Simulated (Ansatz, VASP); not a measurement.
**Si4O7 in VASP and in Ansatz**

File INCAR:

```
PREC     = Accurate       # precision mode
ENCUT    = 520            # plane-wave cutoff, eV
EDIFF    = 1E-6           # SCF threshold, eV
ISMEAR   = 0              # smearing method
SIGMA    = 0.05           # smearing width, eV
LREAL    = F              # projectors in reciprocal space
LASPH    = T              # aspherical terms in the spheres
NELM     = 80             # most SCF steps
ALGO     = Normal         # electronic algorithm
ISIF     = 2              # what is computed and relaxed
LWAVE    = F              # write WAVECAR
LCHARG   = F              # write CHGCAR
GGA      = PE             # functional
NBANDS   = 40             # bands
```

KPOINTS

```
regular mesh
0
Gamma
  6 6 6
```

POSCAR

```
Si4O7
1.0
    0.0000000000      4.2357990674     -2.6899428419
    0.0000000000     -4.2357990674     -2.6899428419
   -4.2357990674      0.0000000000      2.6899428419
Si O
4 7
Direct
    0.2500000000      0.7500000000      0.5000000000
    0.7500000000      0.2500000000      0.5000000000
    0.0000000000      0.0000000000      1.0000000000
    0.5000000000      0.5000000000      1.0000000000
    1.0000000000      0.3069827092      0.3069827092
    0.5569827092      0.7500000000      0.8069827092
    0.0569827092      0.2500000000      0.8069827092
    0.0000000000      0.6930172908      0.6930172908
    0.4582660338      0.2412716135      0.6995376473
    0.9430172908      0.7500000000      0.1930172908
    0.4430172908      0.2500000000      0.1930172908
```

Input for Ansatz:

```yaml
crystal:
  lattice:
    - [0.0, 4.2357990674, -2.6899428419]
    - [0.0, -4.2357990674, -2.6899428419]
    - [-4.2357990674, 0.0, 2.6899428419]
  atoms:
    - { symbol: Si, position: [0.25, 0.75, 0.5] }
    - { symbol: Si, position: [0.75, 0.25, 0.5] }
    - { symbol: Si, position: [0.0, 0.0, 1.0] }
    - { symbol: Si, position: [0.5, 0.5, 1.0] }
    - { symbol: O, position: [1.0, 0.3069827092, 0.3069827092] }
    - { symbol: O, position: [0.5569827092, 0.75, 0.8069827092] }
    - { symbol: O, position: [0.0569827092, 0.25, 0.8069827092] }
    - { symbol: O, position: [0.0, 0.6930172908, 0.6930172908] }
    - { symbol: O, position: [0.4582660338, 0.2412716135, 0.6995376473] }
    - { symbol: O, position: [0.9430172908, 0.75, 0.1930172908] }
    - { symbol: O, position: [0.4430172908, 0.25, 0.1930172908] }
basis:
  ecutwfc: 420
kpoints:
  mp_grid: { grid: [6, 6, 6] }
hamiltonian:
  xc: pbe
  pseudopotentials: { kind: paw, azcp: { folder: soft_1 } }
scf:
  occupations: { method: gaussian, width: 0.05 }
output:
  forces: true
  stress: true
  eigenvalues: true
```

Change from the starting cell: O vacancy; atom 9 moved -0.125 of the way to it and -0.250 Å across, host rigid.

Alike in both runs: task single point; functional PBE; k mesh 6 × 6 × 6; occupations gaussian, width 0.05 eV; no spin polarisation.

|  | VASP | Ansatz |
| --- | --- | --- |
| version | VASP 6.6.1 | Ansatz 0.2.0 |
| potentials or method | VASP PAW PBE potentials, release 64 (Si, O), cutoff 520 eV | scalar-relativistic, plane waves, PAW |
| valence electrons in the cell | 58 | 58 |

Ansatz gave:

```
gap on the k mesh at the Fermi level (eV)                     : 1.99
least direct gap on the mesh (eV)                             : 2.44
pressure (GPa)                                                : 2.5
traceless stress, the component that is largest in VASP (GPa) : -5.73
rms of the force components (eV/Å)                            : 1.643
```

Which values does VASP return?

gap on the k mesh at the Fermi level (eV): 1.98; least direct gap on the mesh (eV): 2.43; pressure (GPa): 2.7; traceless stress, the component that is largest in VASP (GPa): -5.47; rms of the force components (eV/Å): 1.664.

Atom by atom the forces differ by 0.026 eV/Å (rms over components). The functional is the same, so the differences come from potentials, cutoffs and numerics.
